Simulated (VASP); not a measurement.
Input of a VASP 6.6.1 run:

INCAR

```
SYSTEM = ZnO
  PREC = Accurate
  ENCUT = 1000
  EDIFF = 1E-8
  ISMEAR = -1
  SIGMA = 0.02
  LREAL = .FALSE.
  LASPH = .TRUE.
  NELM = 120
  ALGO = Normal
  ISIF = 2
  LWAVE = .FALSE.
  LCHARG = .FALSE.
  GGA = PS
  LEFG = .TRUE.
  NBANDS = 26
  GGA_COMPAT = .FALSE.
```

The input KPOINTS:

```
regular mesh
0
G
  8 8 5
  0 0 0
```

POSCAR

```
ZnO
1.0
    3.2493080000      0.0000000000      0.0000000000
   -1.6246540000      2.8139832727      0.0000000000
    0.0000000000      0.0000000000      5.2057090000
Zn O
2 2
Direct
    0.3333333333      0.6666666667      0.5000000000
    0.6666666667      0.3333333333      0.0000000000
    0.6666666667      0.3333333333      0.3790100000
    0.3333333333      0.6666666667      0.8790100000
```

Potentials or basis: VASP PAW PBE potentials, release 64 (Zn, O_h).

Launch:

```bash
$ cat potpaw_PBE.64/Zn/POTCAR potpaw_PBE.64/O_h/POTCAR > POTCAR
$ mpirun -np 1 vasp_std > vasp.out
```

Task: Predict the largest force.

Result: 0.065 eV/Å.

Task: Predict the band gap on the k mesh.

Result: 0.69 eV.

Task: Predict the pressure.

Result: -0.4 GPa.

Forces in eV/Å, atoms in the order of the input:
```
Zn   0.000  0.000 -0.065
Zn   0.000  0.000 -0.065
O    0.000  0.000  0.065
O    0.000  0.000  0.065
```

Caveat: semilocal functionals underestimate gaps, and a narrow one can read as zero; without QUAD_EFG the Cq values of the log hold for a quadrupole moment of 1 mb, not for the nuclei; the PAW data sets were made with another functional, which shifts forces and pressure a little.

**Measured values to compare with.**

“Electronic structure of alkaline earth and post-transition metal oxides”, 2009, arxiv:0908.1581 quotes, for a bulk crystal of ZnO: band gap 3.37 eV.

Against the measured gap of ZnO, 3.37 eV (quoted in “Electronic structure of alkaline earth and post-transition metal oxides”, 2009, arxiv:0908.1581), the calculated 0.69 eV is off by -2.68 eV. So large a miss can be the level of theory's own, or it may mean another phase, state or a wrong row. The value is that of PBEsol, without temperature or zero-point motion. Semilocal functionals fall short of measured gaps as a rule.
